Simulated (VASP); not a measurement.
A run of VASP 6.6.1:

POSCAR

```
KBr
1.0
    0.0000000000      3.3024387198      3.3024387198
    3.3024387198      0.0000000000      3.3024387198
    3.3024387198      3.3024387198      0.0000000000
K Br
1 1
Direct
    0.0000000000      0.0000000000      0.0000000000
    0.5000000000      0.5000000000      0.5000000000
```

File INCAR.step1:

```
PREC     = Accurate       # precision mode
ENCUT    = 520            # plane-wave cutoff, eV
EDIFF    = 1E-5           # SCF threshold, eV
ISMEAR   = 0              # smearing method
SIGMA    = 0.01           # smearing width, eV
LREAL    = False          # projectors in reciprocal space
LASPH    = True           # aspherical terms in the spheres
NELM     = 100            # most SCF steps
ALGO     = Normal         # electronic algorithm
ISIF     = 2              # what is computed and relaxed
LWAVE    = True           # write WAVECAR
LCHARG   = False          # write CHGCAR
GGA      = PE             # functional
NBANDS   = 15             # bands
```

The input INCAR.step2:

```
PREC     = Accurate       # precision mode
ENCUT    = 520            # plane-wave cutoff, eV
EDIFF    = 1E-6           # SCF threshold, eV
ISMEAR   = 0              # smearing method
SIGMA    = 0.01           # smearing width, eV
LREAL    = False          # projectors in reciprocal space
LASPH    = True           # aspherical terms in the spheres
NELM     = 100            # most SCF steps
ALGO     = Normal         # electronic algorithm
ISIF     = 2              # what is computed and relaxed
LWAVE    = False          # write WAVECAR
LCHARG   = False          # write CHGCAR
GGA      = PE             # functional
LHFCALC  = True           # exact exchange
AEXX     = 0.25           # exact-exchange fraction
PRECFOCK = Normal       
ISTART   = 1            
NBANDS   = 15             # bands
```

The input KPOINTS:

```
regular mesh
0
Gamma
  4 4 4
```

Potentials or basis: VASP PAW PBE potentials, release 64 (K_sv, Br).

Launch:

```sh
$ cat potpaw_PBE.64/K_sv/POTCAR potpaw_PBE.64/Br/POTCAR > POTCAR
$ cp INCAR.step1 INCAR
$ mpirun -np 1 vasp_std > vasp.out
$ cp INCAR.step2 INCAR
$ mpirun -np 1 vasp_std > vasp.out
```

Hardware: 1 thread of Intel(R) Xeon(R) Platinum 8375C CPU @ 2.90GHz (Ice Lake), on a shared host.

Q: How long does it take, and how much memory?

A: Run time: 6.3 min on 1 thread of Intel(R) Xeon(R) Platinum 8375C CPU @ 2.90GHz (Ice Lake) (shared host), peak memory 0.22 GiB. Counts: k points 8.
